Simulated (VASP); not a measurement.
# Mn (P6_3/mmc) in VASP: further runs

Mn is run at these levels: LDA; tasks: single point.

Program: VASP 6.6.1. These are calculated values, not measurements. Logs are shortened: lines on timing, memory, paths and dates and some standing lists are left out, and cuts for length are marked.

**1. The cell of the first run**

Symmetry: P6_3/mmc, No. 194, hexagonal system. The conventional cell has a = 2.400 Å, b = 2.400 Å, c = 3.870 Å, α = 90.00°, β = 90.00°, γ = 120.00°. Within 3.1 Å of Mn (site symmetry -6m2) lie 12 Mn at 2.38 to 2.40 Å.

**2. Single point, LDA (volume scaled by 0.96)**

File INCAR:

```
ALGO = Normal
EDIFF = 1E-7
ENCUT = 520
GGA = CA
ISIF = 2
ISMEAR = -1
LASPH = T
LCHARG = T
LELF = T
LREAL = F
LVHAR = T
LWAVE = F
NBANDS = 20
NELM = 100
PREC = Accurate
SIGMA = 0.1
```

File KPOINTS:

```
k-points
0
Gamma
  17 17 9
```

File POSCAR:

```
Mn
1.0
    2.3997017335      0.0000000000      0.0000000000
   -1.1998508667      2.0782026627      0.0000000000
    0.0000000000      0.0000000000      3.8696270661
Mn
2
Direct
    0.3333333333      0.6666666667      0.2500000000
    0.6666666667      0.3333333333      0.7500000000
```

Potentials or basis: VASP PAW LDA potentials, release 64 (Mn_pv).

Launch:

```bash
> cat potpaw_LDA.64/Mn_pv/POTCAR > POTCAR
> mpirun -np 1 vasp_std > vasp.out
```

OUTCAR:

```text
EDIFF = 1E-7
   ENCUT = 520
   GGA = CA
   ISIF = 2
   ISMEAR = -1
   LASPH = T
   LREAL = F
   NELM = 100
   PREC = Accurate

 ion  position               nearest neighbor table
   1  0.333  0.667  0.250-   2 2.38   2 2.38   2 2.38   2 2.38   2 2.38   2 2.38
   2  0.667  0.333  0.750-   1 2.38   1 2.38   1 2.38   1 2.38   1 2.38   1 2.38

  LATTYP: Found a hexagonal cell.
 ALAT       =     2.3997017335
 C/A-ratio  =     1.6125450143

  Lattice vectors:

 A1 = (   2.3997017335,   0.0000000000,   0.0000000000)
 A2 = (  -1.1998508667,   2.0782026627,   0.0000000000)
 A3 = (   0.0000000000,   0.0000000000,   3.8696270661)

Analysis of symmetry for initial positions (statically):
=====================================================================
 Subroutine PRICEL returns:
 Original cell was already a primitive cell.

 Routine SETGRP: Setting up the symmetry group for a
 hexagonal supercell.

 Subroutine GETGRP returns: Found 24 space group operations
 (whereof 12 operations were pure point group operations)
 out of a pool of 24 trial point group operations.

The static configuration has the point symmetry D_3d.
 The point group associated with its full space group is D_6h.

Analysis of symmetry for dynamics (positions and initial velocities):
=====================================================================
 Subroutine PRICEL returns:
 Original cell was already a primitive cell.

 Routine SETGRP: Setting up the symmetry group for a
 hexagonal supercell.

 Subroutine GETGRP returns: Found 24 space group operations
 (whereof 12 operations were pure point group operations)
 out of a pool of 24 trial point group operations.

The dynamic configuration has the point symmetry D_3d.
 The point group associated with its full space group is D_6h.

 Subroutine INISYM returns: Found 24 space group operations
 (whereof 12 operations are pure point group operations),
 and found     1 'primitive' translations

----------------------------------------------------------------------------------------

                                     Primitive cell

  volume of cell :      19.2981

  direct lattice vectors                    reciprocal lattice vectors
     2.399701734  0.000000000  0.000000000     0.416718455  0.240592512  0.000000000
    -1.199850867  2.078202663  0.000000000     0.000000000  0.481185025  0.000000000
     0.000000000  0.000000000  3.869627066     0.000000000  0.000000000  0.258422836

[... 74 lines left out ...]
   PREC   = accura    normal or accurate (medium, high low for compatibility)
   ISTART =      0    job   : 0-new  1-cont  2-samecut
   ICHARG =      2    charge: 1-file 2-atom 10-const
   ISPIN  =      1    spin polarized calculation?
   LNONCOLLINEAR =      F non collinear calculations
   LSORBIT =      F    spin-orbit coupling
   LASPH  =      T    aspherical Exc in radial PAW
   ENCUT  =  520.0 eV  38.22 Ry    6.18 a.u.   4.46  4.46  7.19*2*pi/ulx,y,z
   NELM   =    100;   NELMIN=  2; NELMDL= -5     # of ELM steps
   EDIFF  = 0.1E-06   stopping-criterion for ELM
   LREAL  =      F    real-space projection
   EDIFFG = 0.1E-05   stopping-criterion for IOM
   NSW    =      0    number of steps for IOM
   IBRION =     -1    ionic relax: 0-MD 1-quasi-New 2-CG
   NFREE  =      0    steps in history (QN), initial steepest desc. (CG)
   ISIF   =      2    stress and relaxation
   ISYM   =      2    0-nonsym 1-usesym 2-fastsym
   POTIM  = 0.5000    time-step for ionic-motion
   TEBEG  =    0.0;   TEEND  =   0.0 temperature during run
   PSTRESS=    0.0 pullay stress
   NELECT =      26.0000    total number of electrons
   NUPDOWN=      -1.0000    fix difference up-down
   EMIN   =  10.00;   EMAX   =-10.00  energy-range for DOS
   EFERMI =   0.00;   METHOD = LEGACY
   ISMEAR =    -1;   SIGMA  =   0.10  broadening in eV -4-tet -1-fermi 0-gaus
   EFERMI_NEDOS =   21; number of points for ismear=-14 and -15
   IALGO  =     38    algorithm
   IMIX   =      4    mixing-type and parameters
     AMIX     =   0.40;   BMIX     =  1.00
     AMIX_MAG =   1.60;   BMIX_MAG =  1.00
  volume/ion in A,a.u.               =       9.65        65.11
  Fermi-wavevector in a.u.,A,eV,Ry     =   1.808123  3.416856 44.481623  3.269307
  Thomas-Fermi vector in A             =   2.867265
   LORBIT       =      0    0 simple, 1 ext, 2 COOP (PROOUT), +10 PAW based schemes
   GGA     = CA    functional components
   LHFCALC =     F    Hartree Fock is set to
   AEXX    =    0.0000 exact exchange contribution
   IVDW    =     0    specifies the selected vdW correction
   LEPSILON=     F    determine dielectric tensor
   LRPA    =     F    only Hartree local field effects (RPA)
 non-spin polarized calculation
  energy-cutoff  :      520.00
  volume of cell :       19.30
 maximum number of plane-waves:       543
 NGX is ok and might be reduce to    18
   NGX =  9   NGY =  9   NGZ = 15

 number of electron      25.9999986 magnetization

 Free energy of the ion-electron system (eV)
  ---------------------------------------------------
  ext. energy  EPLUGINS =         0.00000000
  ---------------------------------------------------
  free energy    TOTEN  =       -20.30627548 eV

  energy without entropy =      -20.22501929  energy(sigma->0) =      -20.26564739

 E-fermi :  11.7810     XC(G=0): -15.0391

 val. band max:       11.7782770122   @ k =   0.0588   0.0588   0.1111
 cond. band min:      11.7852388310   @ k =   0.3529  -0.0000   0.2222
 fundamental gap:      0.0069618189
 Fermi energy:        11.7810446031

 k-point     1 :       0.0000    0.0000    0.0000
  band No.  band energies     occupation
      1     -36.3000      2.00000
      2     -35.3388      2.00000
      3     -35.3388      2.00000
      4     -35.1877      2.00000
      5     -35.1877      2.00000
      6     -35.1622      2.00000
[... 541 lines left out ...]
     19      22.6281      0.00000
     20      27.0799      0.00000

 [... further k-points ...]
[... 5 lines left out ...]
  --------------------------------------------------------------------------------------
  -------------------------------------------------------------------------------------
  Total        1.8552466      1.8552466      1.8392105      0.0000000      0.0000000      0.0000000
  in kB      154.0273911    154.0273911    152.6960263      0.0000000      0.0000000      0.0000000
  external PRESSURE =     153.5836028 kB  Pullay stress =       0.0000000 kB

 VOLUME and BASIS-vectors are now :
 -----------------------------------------------------------------------------
  energy-cutoff  :      520.00
  volume of cell :       19.30
      direct lattice vectors                 reciprocal lattice vectors
     2.399701734  0.000000000  0.000000000     0.416718455  0.240592512  0.000000000
    -1.199850867  2.078202663  0.000000000     0.000000000  0.481185025  0.000000000
     0.000000000  0.000000000  3.869627066     0.000000000  0.000000000  0.258422836

 POSITION                                       TOTAL-FORCE (eV/Angst)
 -----------------------------------------------------------------------------------
     -0.00000      1.38547      0.96741         0.000000     -0.000000      0.000000
      1.19985      0.69273      2.90222        -0.000000      0.000000      0.000000
 -----------------------------------------------------------------------------------
    total drift:                               -0.000000      0.000000     -0.000000

  FREE ENERGIE OF THE ION-ELECTRON SYSTEM (eV)
  ---------------------------------------------------
  free  energy   TOTEN  =       -20.3062754829 eV

  energy  without entropy=      -20.2250192936  energy(sigma->0) =      -20.26564739
```

It took 28 s on 1 thread of AMD EPYC 9R45 (Zen 5), shared host; peak memory 0.13 GiB.

Results:

```
Free energy            : -20.3063 eV
Pressure               : 15.4 GPa
Band gap on the k mesh : zero (band 13 reaches 12.90 eV, above the bottom of band 14 at 10.61 eV)
```

Caveat: the cell differs from its parent crystal (volume scaled by 0.96); the run has no spin polarisation, though such a crystal can be magnetic. Spin polarisation is off, so any magnetic state and its effect on volume and gap are missing.

**3. Single point, LDA**

This run uses another cell than the first one, of 10.05 Å³/atom, 1.042 times its volume.

File INCAR:

```
SYSTEM = Mn
PREC = Accurate
ENCUT = 520
EDIFF = 1E-6
ISMEAR = -1
SIGMA = 0.1
LREAL = .False.
LASPH = .True.
NELM = 60
ALGO = Normal
ISIF = 2
LWAVE = .False.
LCHARG = .False.
GGA = CA
NBANDS = 20
```

File KPOINTS:

```
regular mesh
0
Gamma
  17 17 9
  0 0 0
```

File POSCAR:

```
Mn
1.0
    2.4325784454      0.0000000000      0.0000000000
   -1.2162892227      2.1066747304      0.0000000000
    0.0000000000      0.0000000000      3.9226422439
Mn
2
Direct
    0.3333333333      0.6666666667      0.2500000000
    0.6666666667      0.3333333333      0.7500000000
```

Potentials or basis: VASP PAW LDA potentials, release 64 (Mn_pv).

Launch:

```bash
> cat potpaw_LDA.64/Mn_pv/POTCAR > POTCAR
> mpirun -np 1 vasp_std > vasp.out
```

OUTCAR:

```text
SYSTEM = Mn
   PREC = Accurate
   ENCUT = 520
   EDIFF = 1E-6
   ISMEAR = -1
   LREAL = .False.
   LASPH = .True.
   NELM = 60
   ISIF = 2
   GGA = CA

 ion  position               nearest neighbor table
   1  0.333  0.667  0.250-   2 2.41   2 2.41   2 2.41   2 2.41   2 2.41   2 2.41
   2  0.667  0.333  0.750-   1 2.41   1 2.41   1 2.41   1 2.41   1 2.41   1 2.41

  LATTYP: Found a hexagonal cell.
 ALAT       =     2.4325784454
 C/A-ratio  =     1.6125450142

  Lattice vectors:
[... 190 lines left out ...]
      1     -36.8383      2.00000
      2     -35.9965      2.00000
      3     -35.9965      2.00000
      4     -35.8624      2.00000
      5     -35.8624      2.00000
      6     -35.8385      2.00000
[... 541 lines left out ...]
     19      21.5288      0.00000
     20      25.9410      0.00000

 [... further k-points ...]
[... 5 lines left out ...]
  --------------------------------------------------------------------------------------
  -------------------------------------------------------------------------------------
  Total        0.0664744      0.0664744      0.0436431      0.0000000     -0.0000000      0.0000000
  in kB        5.2981259      5.2981259      3.4784282      0.0000000     -0.0000000      0.0000000
  external PRESSURE =       4.6915600 kB  Pullay stress =       0.0000000 kB

 VOLUME and BASIS-vectors are now :
 -----------------------------------------------------------------------------
  energy-cutoff  :      520.00
  volume of cell :       20.10
      direct lattice vectors                 reciprocal lattice vectors
     2.432578445  0.000000000  0.000000000     0.411086435  0.237340864  0.000000000
    -1.216289223  2.106674730  0.000000000     0.000000000  0.474681727  0.000000000
     0.000000000  0.000000000  3.922642244     0.000000000  0.000000000  0.254930207

 POSITION                                       TOTAL-FORCE (eV/Angst)
 -----------------------------------------------------------------------------------
     -0.00000      1.40445      0.98066         0.000000     -0.000000      0.000000
      1.21629      0.70222      2.94198        -0.000000      0.000000      0.000000
 -----------------------------------------------------------------------------------
    total drift:                                0.000000     -0.000000      0.000000

  FREE ENERGIE OF THE ION-ELECTRON SYSTEM (eV)
  ---------------------------------------------------
  free  energy   TOTEN  =       -20.3449960785 eV

  energy  without entropy=      -20.2588801281  energy(sigma->0) =      -20.30193810
```

stdout:

```text
POSCAR found type information on POSCAR Mn
 POSCAR found :  1 types and       2 ions
 scaLAPACK will be used
 LDA part: xc-table for (Slater(with rela. corr.)+CA(PZ))
 , standard interpolation
 POSCAR, INCAR and KPOINTS ok, starting setup
 FFT: planning ... GRIDC
 FFT: planning ... GRID_SOFT
 FFT: planning ... GRID
 WAVECAR not read
 entering main loop
```

Wall time 27 s (1 thread of AMD EPYC 9R45 (Zen 5), shared host); peak memory 0.13 GiB.

What came out:

* Free energy: -20.3450 eV
* Pressure: 0.5 GPa
* Band gap on the k mesh: zero (band 13 reaches 12.21 eV, above the bottom of band 14 at 10.05 eV)

Caveat: the run has no spin polarisation, though such a crystal can be magnetic. Spin polarisation is off, so any magnetic state and its effect on volume and gap are missing.

(Continued in part 2 of 2.)
